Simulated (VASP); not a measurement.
# Al2P3 (Amm2) in VASP: a series of runs, part 2 of 2

VASP 6.6.1. Earlier steps stand in the parts before.

## Step 3: Single point, PBE

This run uses another cell than the first one, of 19.56 Å³/atom, 1.074 times its volume.

File INCAR:

```
SYSTEM = Al2P3
ALGO = Normal
EDIFF = 1E-7
ENCUT = 520
GGA = PE
ISIF = 2
ISMEAR = 0
LASPH = .TRUE.
LCHARG = .FALSE.
LREAL = .FALSE.
LWAVE = .FALSE.
NBANDS = 18
NELM = 100
PREC = Accurate
SIGMA = 0.1
```

File KPOINTS:

```
k-points
0
G
  4 4 4
  0 0 0
```

File POSCAR:

```
Al2P3
1.0
    4.6367480800      0.0000000000      0.0000000000
    0.0000000000      3.9303748300      2.6832040100
    0.0000000000     -3.9303748300      2.6832040100
Al P
2 3
Direct
    0.5000000000      0.1727616400      0.9464657600
    0.5000000000      0.9464657600      0.1727616400
    0.5000000000      0.6894562100      0.4635053700
    0.5000000000      0.4635053700      0.6894562100
    0.0000000000      0.5943064500      0.5943064500
```

Potentials or basis: VASP PAW PBE potentials, release 64 (Al, P).

Command:

```bash
cat potpaw_PBE.64/Al/POTCAR potpaw_PBE.64/P/POTCAR > POTCAR
mpirun -np 1 vasp_std > vasp.out
```

OUTCAR:

```text
SYSTEM = Al2P3
   EDIFF = 1E-7
   ENCUT = 520
   GGA = PE
   ISIF = 2
   ISMEAR = 0
   LASPH = .TRUE.
   LREAL = .FALSE.
   NELM = 100
   PREC = Accurate

 ion  position               nearest neighbor table
   1  0.500  0.173  0.946-   2 1.78   4 2.15   3 2.59   3 2.77   4 3.14
   2  0.500  0.946  0.173-   1 1.78   3 2.15   4 2.59   4 2.77   3 3.14
   3  0.500  0.689  0.464-   4 1.78   2 2.15   5 2.48   5 2.48   1 2.59   1 2.77   2 3.14
   4  0.500  0.464  0.689-   3 1.78   1 2.15   5 2.48   5 2.48   2 2.59   2 2.77   1 3.14
   5  0.000  0.594  0.594-   3 2.48   4 2.48   3 2.48   4 2.48

  LATTYP: Found a base centered orthorhombic cell.
 ALAT       =     5.3664080200
 B/A-ratio  =     1.4648065579
 C/A-ratio  =     0.8640319675

  Lattice vectors:

 A1 = (   0.0000000000,   3.9303748300,   2.6832040100)
 A2 = (   0.0000000000,  -3.9303748300,   2.6832040100)
 A3 = (   4.6367480800,   0.0000000000,   0.0000000000)

Analysis of symmetry for initial positions (statically):
=====================================================================
 Subroutine PRICEL returns:
 Original cell was already a primitive cell.

 Routine SETGRP: Setting up the symmetry group for a
 base centered orthorhombic supercell.

 Subroutine GETGRP returns: Found  4 space group operations
 (whereof  4 operations were pure point group operations)
 out of a pool of  8 trial point group operations.

The static configuration has the point symmetry C_2v.

Analysis of symmetry for dynamics (positions and initial velocities):
=====================================================================
 Subroutine PRICEL returns:
 Original cell was already a primitive cell.

 Routine SETGRP: Setting up the symmetry group for a
 base centered orthorhombic supercell.

 Subroutine GETGRP returns: Found  4 space group operations
 (whereof  4 operations were pure point group operations)
 out of a pool of  8 trial point group operations.

The dynamic configuration has the point symmetry C_2v.

 Subroutine INISYM returns: Found  4 space group operations
 (whereof  4 operations are pure point group operations),
 and found     1 'primitive' translations

----------------------------------------------------------------------------------------

                                     Primitive cell

  volume of cell :      97.7983

  direct lattice vectors                    reciprocal lattice vectors
     4.636748080  0.000000000  0.000000000     0.215668391  0.000000000  0.000000000
     0.000000000  3.930374830  2.683204010     0.000000000  0.127214330  0.186344385
     0.000000000 -3.930374830  2.683204010     0.000000000 -0.127214330  0.186344385

  length of vectors
     4.636748080  4.758931609  4.758931609     0.215668391  0.225627382  0.225627382

  position of ions in fractional coordinates (direct lattice)
     0.500000000  0.172761640  0.946465760
     0.500000000  0.946465760  0.172761640
     0.500000000  0.689456210  0.463505370
     0.500000000  0.463505370  0.689456210
     0.000000000  0.594306450  0.594306450

[... 30 lines left out ...]
 ===========================================

 Found     21 irreducible k-points:

 Following reciprocal coordinates:
            Coordinates               Weight
  0.000000  0.000000  0.000000      1.000000
  0.250000  0.000000  0.000000      2.000000
  0.500000  0.000000  0.000000      1.000000
  0.000000  0.250000  0.000000      4.000000
  0.250000  0.250000  0.000000      8.000000
  0.500000  0.250000  0.000000      4.000000
[... 13 lines left out ...]
  0.250000  0.500000  0.500000      2.000000
  0.500000  0.500000  0.500000      1.000000
   k-points           NKPTS =     21   k-points in BZ     NKDIM =     21   number of bands    NBANDS=     18
   number of dos      NEDOS =    301   number of ions     NIONS =      5
   total plane-waves  NPLWV =  46656
   dimension x,y,z NGX =    36 NGY =   36 NGZ =   36
   dimension x,y,z NGXF=    72 NGYF=   72 NGZF=   72
   ions per type =               2   3
   NGX,Y,Z   is equivalent  to a cutoff of  12.91, 12.58, 12.58 a.u.
   NGXF,Y,Z  is equivalent  to a cutoff of  25.81, 25.15, 25.15 a.u.
 SYSTEM =  Al2P3
   PREC   = accura    normal or accurate (medium, high low for compatibility)
   ISTART =      0    job   : 0-new  1-cont  2-samecut
   ICHARG =      2    charge: 1-file 2-atom 10-const
   ISPIN  =      1    spin polarized calculation?
   LNONCOLLINEAR =      F non collinear calculations
   LSORBIT =      F    spin-orbit coupling
   LASPH  =      T    aspherical Exc in radial PAW
   ENCUT  =  520.0 eV  38.22 Ry    6.18 a.u.   8.62  8.85  8.85*2*pi/ulx,y,z
   NELM   =    100;   NELMIN=  2; NELMDL= -5     # of ELM steps
   EDIFF  = 0.1E-06   stopping-criterion for ELM
   LREAL  =      F    real-space projection
   EDIFFG = 0.1E-05   stopping-criterion for IOM
   NSW    =      0    number of steps for IOM
   IBRION =     -1    ionic relax: 0-MD 1-quasi-New 2-CG
   NFREE  =      0    steps in history (QN), initial steepest desc. (CG)
   ISIF   =      2    stress and relaxation
   ISYM   =      2    0-nonsym 1-usesym 2-fastsym
   POTIM  = 0.5000    time-step for ionic-motion
   TEBEG  =    0.0;   TEEND  =   0.0 temperature during run
   PSTRESS=    0.0 pullay stress
   NELECT =      21.0000    total number of electrons
   NUPDOWN=      -1.0000    fix difference up-down
   EMIN   =  10.00;   EMAX   =-10.00  energy-range for DOS
   EFERMI =   0.00;   METHOD = LEGACY
   ISMEAR =     0;   SIGMA  =   0.10  broadening in eV -4-tet -1-fermi 0-gaus
   EFERMI_NEDOS =   21; number of points for ismear=-14 and -15
   IALGO  =     38    algorithm
   IMIX   =      4    mixing-type and parameters
     AMIX     =   0.40;   BMIX     =  1.00
     AMIX_MAG =   1.60;   BMIX_MAG =  1.00
  volume/ion in A,a.u.               =      19.56       132.00
  Fermi-wavevector in a.u.,A,eV,Ry     =   0.980327  1.852549 13.075752  0.961041
  Thomas-Fermi vector in A             =   2.111248
   LORBIT       =      0    0 simple, 1 ext, 2 COOP (PROOUT), +10 PAW based schemes
   GGA     = PE    functional components
   LHFCALC =     F    Hartree Fock is set to
   AEXX    =    0.0000 exact exchange contribution
   IVDW    =     0    specifies the selected vdW correction
   LEPSILON=     F    determine dielectric tensor
   LRPA    =     F    only Hartree local field effects (RPA)
 non-spin polarized calculation
 Gauss-broadening in eV      SIGMA  =   0.10
  energy-cutoff  :      520.00
  volume of cell :       97.80
 maximum number of plane-waves:      2655
 NGX is ok and might be reduce to    36
   NGX = 17   NGY = 17   NGZ = 17

 number of electron      21.0000001 magnetization

 Free energy of the ion-electron system (eV)
  ---------------------------------------------------
  ext. energy  EPLUGINS =         0.00000000
  ---------------------------------------------------
  free energy    TOTEN  =       -13.76006584 eV

  energy without entropy =      -13.73409794  energy(sigma->0) =      -13.74708189

 E-fermi :   5.8637     XC(G=0):  -9.3271

 val. band max:        5.8510723563   @ k =   0.2500   0.5000   0.0000
 cond. band min:       5.8681645730   @ k =   0.0000   0.2500   0.0000
 fundamental gap:      0.0170922168
 Fermi energy:         5.8637071984

 k-point     1 :       0.0000    0.0000    0.0000
  band No.  band energies     occupation
      1      -9.9667      2.00000
      2      -2.7470      2.00000
      3      -2.6182      2.00000
      4      -1.9590      2.00000
      5      -1.4655      2.00000
      6      -0.1448      2.00000
[... 418 lines left out ...]
      5      -0.8982      2.00000
      6       1.4419      2.00000
[... 10 lines left out ...]
     17      11.6306      0.00000
     18      11.6659      0.00000

------------------------ aborting loop because EDIFF is reached ----------------------------------------

  FORCE on cell =-STRESS in cart. coord.  units (eV):
  Direction    XX          YY          ZZ          XY          YZ          ZX
  --------------------------------------------------------------------------------------
  -------------------------------------------------------------------------------------
  Total        2.1781159     60.6401303     -2.4456249      0.0000000      0.0000000      0.0000000
  in kB       35.6829210    993.4352083    -40.0653800      0.0000000      0.0000000      0.0000000
  external PRESSURE =     329.6842498 kB  Pullay stress =       0.0000000 kB

 VOLUME and BASIS-vectors are now :
 -----------------------------------------------------------------------------
  energy-cutoff  :      520.00
  volume of cell :       97.80
      direct lattice vectors                 reciprocal lattice vectors
     4.636748080  0.000000000  0.000000000     0.215668391  0.000000000  0.000000000
     0.000000000  3.930374830  2.683204010     0.000000000  0.127214330  0.186344385
     0.000000000 -3.930374830  2.683204010     0.000000000 -0.127214330  0.186344385

 POSITION                                       TOTAL-FORCE (eV/Angst)
 -----------------------------------------------------------------------------------
      2.31837     -3.04095      3.00312         0.000000     14.662753     -0.233622
      2.31837      3.04095      3.00312         0.000000    -14.662753     -0.233622
      2.31837      0.88807      3.09363         0.000000      8.646627      0.119692
      2.31837     -0.88807      3.09363         0.000000     -8.646627      0.119692
      0.00000      0.00000      3.18929         0.000000      0.000000      0.227861
 -----------------------------------------------------------------------------------
    total drift:                                0.000000      0.000000      0.000198

  FREE ENERGIE OF THE ION-ELECTRON SYSTEM (eV)
  ---------------------------------------------------
  free  energy   TOTEN  =       -13.7600658447 eV

  energy  without entropy=      -13.7340979447  energy(sigma->0) =      -13.74708189
```

It took 22 s on 1 thread of Intel Xeon 6975P-C (Granite Rapids), shared host; peak memory 0.2 GiB.

What came out:

```
Free energy   : -13.7601 eV
Pressure      : 33.0 GPa
Largest force : 14.665 eV/Å
```

Forces on the atoms (eV/Å):
```
Al    0.000  14.663  -0.234
Al    0.000 -14.663  -0.234
P     0.000   8.647   0.120
P     0.000  -8.647   0.120
P     0.000   0.000   0.228
```

Stress tensor (GPa, compression positive):
```
 3.57  0.00  0.00
 0.00 99.34  0.00
 0.00  0.00 -4.01
```

Caveat: forces of over 1 eV/Å act on the atoms, so gaps and moduli don't describe the material at rest.
